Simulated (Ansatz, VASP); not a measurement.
**MgO: VASP beside Ansatz**

INCAR

```
PREC = Accurate ; ENCUT = 840
EDIFF = 1E-6 ; ISMEAR = 0
SIGMA = 0.05 ; LREAL = False
LASPH = True ; NELM = 120
ALGO = Normal ; ISIF = 2
LWAVE = False ; LCHARG = True
LELF = True ; LVHAR = True
NBANDS = 42 ; GGA_COMPAT = False
```

The input KPOINTS:

```
Automatic mesh
0
Gamma
  6 6 6
```

The input POSCAR:

```
MgO
1.0
    4.1607146133      0.0000000000      0.0000000000
    0.0000000000     -4.1607146133      0.0000000000
    0.0000000000      0.0000000000     -4.1607146133
Mg O
4 4
Direct
   -0.0530239000      1.0530239000      1.0499914124
    0.5000000000      0.5000000000      1.0000000000
    0.5000000000      1.0000000000      0.5000000000
    0.0000000000      0.5000000000      0.5000000000
    0.5000000000      0.0000000000      0.0000000000
    0.0000000000      0.5000000000      0.0000000000
    0.0000000000      0.0000000000      0.5000000000
    0.5000000000      0.5000000000      0.5000000000
```

Input for Ansatz:

```yaml
crystal:
  lattice:
    - [4.1607146133, 0.0, 0.0]
    - [0.0, -4.1607146133, 0.0]
    - [0.0, 0.0, -4.1607146133]
  atoms:
    - { symbol: Mg, position: [-0.0530239, 1.0530239, 1.0499914124] }
    - { symbol: Mg, position: [0.5, 0.5, 1.0] }
    - { symbol: Mg, position: [0.5, 1.0, 0.5] }
    - { symbol: Mg, position: [0.0, 0.5, 0.5] }
    - { symbol: O, position: [0.5, 0.0, 0.0] }
    - { symbol: O, position: [0.0, 0.5, 0.0] }
    - { symbol: O, position: [0.0, 0.0, 0.5] }
    - { symbol: O, position: [0.5, 0.5, 0.5] }
basis:
  ecutwfc: 420
kpoints:
  mp_grid: { grid: [6, 6, 6] }
hamiltonian:
  xc: lda
  pseudopotentials: { kind: paw, azcp: { folder: soft_1 } }
scf:
  occupations: { method: gaussian, width: 0.05 }
output:
  forces: true
  stress: true
  eigenvalues: true
  write_density: true
  write_potential: true
  elf: true
  volumetric_format: npy
```

Alike in both runs: task single point; functional LDA; k mesh 6 × 6 × 6; occupations gaussian, width 0.05 eV; no spin polarisation.

|  | VASP | Ansatz |
| --- | --- | --- |
| version | VASP 6.6.1 | Ansatz 0.2.0 |
| potentials or method | VASP PAW LDA potentials, release 64 (Mg_sv, O), cutoff 840 eV | scalar-relativistic, plane waves, PAW |
| valence electrons in the cell | 64 | 64 |

Ansatz gave:

* gap on the k mesh at the Fermi level (eV): 4.98
* least direct gap on the mesh (eV): 4.98
* pressure (GPa): 4.3
* traceless stress, the component that is largest in VASP (GPa): -0.38
* rms of the force components (eV/Å): 0.936

**Question.** Estimate VASP's values.

**Answer.** gap on the k mesh at the Fermi level (eV): 4.99; least direct gap on the mesh (eV): 4.99; pressure (GPa): 4.9; traceless stress, the component that is largest in VASP (GPa): -0.43; rms of the force components (eV/Å): 0.960.

Ansatz warns that its potentials were made for another functional, while VASP's fit it. LDA's correlation is that of Perdew and Zunger in VASP and of Perdew and Wang (1992) in Ansatz. Atom by atom the forces differ by 0.027 eV/Å (rms over components).
